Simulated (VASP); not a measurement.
# C (Fd-3m) in VASP: a series of runs, part 2 of 2

VASP 6.6.1.

### 3 Single point, PBE

Input file INCAR:

```
PREC     = Accurate       # precision mode
ENCUT    = 520            # plane-wave cutoff, eV
EDIFF    = 1E-6           # SCF threshold, eV
ISMEAR   = 0              # smearing method
SIGMA    = 0.014          # smearing width, eV
LREAL    = False          # projectors in reciprocal space
LASPH    = True           # aspherical terms in the spheres
NELM     = 80             # most SCF steps
ALGO     = Normal         # electronic algorithm
ISIF     = 2              # what is computed and relaxed
LWAVE    = False          # write WAVECAR
LCHARG   = False          # write CHGCAR
GGA      = PE             # functional
NBANDS   = 11             # bands
```

Input file KPOINTS:

```
Automatic mesh
0
Gamma
  13 13 13
```

Input file POSCAR:

```
C
1.0
    0.0000000000      1.7833700000      1.7833700000
    1.7833700000      0.0000000000      1.7833700000
    1.7833700000      1.7833700000      0.0000000000
C
2
Direct
    0.7500000000      0.7500000000      0.7500000000
    0.5000000000      0.5000000000      0.5000000000
```

Potentials or basis: VASP PAW PBE potentials, release 64 (C).

Launch:

```sh
$ cat potpaw_PBE.64/C/POTCAR > POTCAR
$ mpirun -np 1 vasp_std > vasp.out
```

It took 8.3 s on 1 thread of AMD EPYC 7R13 (Zen 3), shared host; peak memory 0.09 GiB.

The run converged. Its results:

* Free energy: -18.1853 eV
* Pressure: 2.5 GPa
* Band gap on the k mesh: 4.14 eV, indirect (least direct gap 5.59 eV)

Levels at points of the mesh, in eV from the valence-band top:
```
           k point  band 1  band 2  band 3  band 4  band 5  band 6  band 7  band 8  band 9
(0.00, 0.00, 0.00)  -21.48    0.00    0.00    0.00    5.59    5.59    5.59   13.33   19.29
```

### 4 Single point, PBE+D4

This run uses another cell than the first one, of 5.63 Å³/atom, 0.992 times its volume.

Input file INCAR:

```
PREC = Accurate
ENCUT = 520
EDIFF = 1E-7
ISMEAR = -1
SIGMA = 0.05
LREAL = F
LASPH = T
NELM = 80
ALGO = Normal
ISIF = 2
LWAVE = F
LCHARG = F
GGA = PE
IVDW = 13
NBANDS = 11
```

KPOINTS is that of step 3.

Input file POSCAR:

```
C
1.0
    0.0000000000      1.7785594982      1.7785594982
    1.7785594982      0.0000000000      1.7785594982
    1.7785594982      1.7785594982      0.0000000000
C
2
Direct
    0.7500000000      0.7500000000      0.7500000000
    0.5000000000      0.5000000000      0.5000000000
```

Potentials or basis: VASP PAW PBE potentials, release 64 (C).

Launch:

```sh
$ cat potpaw_PBE.64/C/POTCAR > POTCAR
$ mpirun -np 1 vasp_std > vasp.out
```

OUTCAR:

```text
PREC = Accurate
   ENCUT = 520
   EDIFF = 1E-7
   ISMEAR = -1
   LREAL = F
   LASPH = T
   NELM = 80
   ISIF = 2
   GGA = PE
   IVDW = 13

 ion  position               nearest neighbor table
   1  0.750  0.750  0.750-   2 1.54   2 1.54   2 1.54   2 1.54
   2  0.500  0.500  0.500-   1 1.54   1 1.54   1 1.54   1 1.54

  LATTYP: Found a face centered cubic cell.
 ALAT       =     3.5571189964

  Lattice vectors:

 A1 = (   0.0000000000,   1.7785594982,   1.7785594982)
 A2 = (   1.7785594982,   0.0000000000,   1.7785594982)
 A3 = (   1.7785594982,   1.7785594982,   0.0000000000)

Analysis of symmetry for initial positions (statically):
=====================================================================
 Subroutine PRICEL returns:
 Original cell was already a primitive cell.

 Routine SETGRP: Setting up the symmetry group for a
 face centered cubic supercell.

 Subroutine GETGRP returns: Found 48 space group operations
 (whereof 24 operations were pure point group operations)
 out of a pool of 48 trial point group operations.

The static configuration has the point symmetry T_d .
 The point group associated with its full space group is O_h .

[... 172 lines left out ...]
      4       9.8477      2.00000
      5      15.4599      0.00000
      6      15.4599      0.00000
      7      15.4599      0.00000
      8      23.3659      0.00000
      9      29.2455      0.00000
     10      36.4712      0.00000
     11      36.4712      0.00000
[... 309 lines left out ...]
 k-point    24 :       0.4615    0.1538    0.0000
  band No.  band energies     occupation
      1      -6.6936      2.00000
      2      -1.4561      2.00000
      3       5.3902      2.00000
      4       5.9147      2.00000
      5      16.9624      0.00000
      6      20.4878      0.00000
      7      20.8431      0.00000
      8      23.8439      0.00000
      9      30.5541      0.00000
     10      33.2845      0.00000
     11      37.0358      0.00000

 [... further k-points ...]

------------------------ aborting loop because EDIFF is reached ----------------------------------------

  DFT-D4 for vdW energy calculation

  Edisp (eV):   -0.42932

  FORCE on cell =-STRESS in cart. coord.  units (eV):
  Direction    XX          YY          ZZ          XY          YZ          ZX
  --------------------------------------------------------------------------------------
  -------------------------------------------------------------------------------------
  Total       0.05268     0.05268     0.05268     0.00000    -0.00000     0.00000
  in kB       7.50140     7.50140     7.50140     0.00000    -0.00000     0.00000
  external pressure =        7.50 kB  Pullay stress =        0.00 kB

 VOLUME and BASIS-vectors are now :
 -----------------------------------------------------------------------------
  energy-cutoff  :      520.00
  volume of cell :       11.25
      direct lattice vectors                 reciprocal lattice vectors
     0.000000000  1.778559498  1.778559498    -0.281126384  0.281126384  0.281126384
     1.778559498  0.000000000  1.778559498     0.281126384 -0.281126384  0.281126384
     1.778559498  1.778559498  0.000000000     0.281126384  0.281126384 -0.281126384

 POSITION                                       TOTAL-FORCE (eV/Angst)
 -----------------------------------------------------------------------------------
      2.66784      2.66784      2.66784        -0.000000     -0.000000     -0.000000
      1.77856      1.77856      1.77856         0.000000      0.000000      0.000000
 -----------------------------------------------------------------------------------
    total drift:                                0.000000     -0.000000      0.000000

  FREE ENERGIE OF THE ION-ELECTRON SYSTEM (eV)
  ---------------------------------------------------
  free  energy   TOTEN  =       -18.6119935701 eV

  energy  without entropy=      -18.6119935701  energy(sigma->0) =      -18.61199357
```

OSZICAR:

```text
N       E                     dE             d eps       ncg     rms          rms(c)
DAV:   1     0.665877874362E+00    0.66588E+00   -0.47819E+03  1952   0.700E+02
DAV:   2    -0.184973882765E+02   -0.19163E+02   -0.18552E+02  2405   0.127E+02
DAV:   3    -0.188368025593E+02   -0.33941E+00   -0.33871E+00  2139   0.130E+01
DAV:   4    -0.188373633825E+02   -0.56082E-03   -0.56082E-03  1998   0.639E-01
DAV:   5    -0.188373640364E+02   -0.65389E-06   -0.65390E-06  2118   0.207E-02    0.562E+00
DAV:   6    -0.183460849085E+02    0.49128E+00   -0.25652E-01  1890   0.357E+00    0.336E+00
DAV:   7    -0.181807717956E+02    0.16531E+00   -0.31347E-01  2010   0.400E+00    0.771E-01
DAV:   8    -0.181826081810E+02   -0.18364E-02   -0.87377E-03  1929   0.700E-01    0.438E-02
DAV:   9    -0.181826484242E+02   -0.40243E-04   -0.61726E-05  2237   0.632E-02    0.248E-02
DAV:  10    -0.181826691218E+02   -0.20698E-04   -0.15404E-05  1947   0.346E-02    0.538E-03
DAV:  11    -0.181826691986E+02   -0.76804E-07   -0.25757E-07  2281   0.459E-03
   1 F= -.18611994E+02 E0= -.18611994E+02  d E =-.174528E-10
```

It took 11 s on 1 thread of AMD EPYC 7R13 (Zen 3), shared host; peak memory 0.09 GiB.

What came out:

```
Free energy                : -18.6120 eV
Pressure                   : 0.8 GPa
Band gap on the k mesh     : 4.16 eV, indirect (least direct gap 5.61 eV)
Dispersion energy per atom : -0.215 eV
```

A k mesh can miss the band edges. PBE gaps usually lie below the measured ones, often by a third to a half.

### 5 The runs side by side

| level | cell | smearing | gap on the mesh (eV) | pressure (GPa) |
| --- | --- | --- | --- | --- |
| PBE | a = 2.522 Å, angles 60.0°, 2 atoms | gaussian 0.03 eV | 4.14 | 2.5 |
| PBE | a = 2.522 Å, angles 60.0°, 2 atoms | gaussian 0.014 eV | 4.14 | 2.5 |
| PBE+D4 | a = 2.515 Å, angles 60.0°, 2 atoms | fermi-dirac 0.05 eV | 4.16 | 0.8 |

Alike in all rows: task single point; potentials or basis VASP PAW PBE potentials, release 64 (C); no spin polarisation; k mesh 13 × 13 × 13; cutoff (eV) 520.

Absolute energies hang on the potentials; compare differences alone.
